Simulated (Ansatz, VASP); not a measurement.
## Be in VASP and in Ansatz

```
Be
1.0
     1.12560    0.64987    7.19250
    -1.12560    0.64987    7.19250
     0.00000   -1.29973    7.19250
Be
4
Cartesian
  0.0000 0.0000 4.5116
  0.0000 0.0000 17.0659
  0.0000 0.0000 8.0760
  0.0000 0.0000 13.5015
```

Alike in both runs: functional PBE; k mesh 24 × 24 × 24; occupations gaussian, width 0.1 eV; no spin polarisation.

Ansatz relaxed the structure, and its values are those at the end. VASP's run is a single point on that final structure, the one shown.

|  | VASP | Ansatz |
| --- | --- | --- |
| version | VASP 6.6.1 | Ansatz 0.2.0 |
| potentials or method | VASP PAW PBE potentials, release 64 (Be), cutoff 520 eV | scalar-relativistic, plane waves, PAW |
| valence electrons in the cell | 8 | 8 |

VASP gave:

| Property | Result |
| --- | --- |
| gap on the k mesh at the Fermi level (eV) | none |
| pressure (GPa) | 0.1 |

Problem. Which values does Ansatz return?

Solution. gap on the k mesh at the Fermi level (eV): none; pressure (GPa): 0.0.

A gap of «none» marks a metal or a gap that the smearing closes.
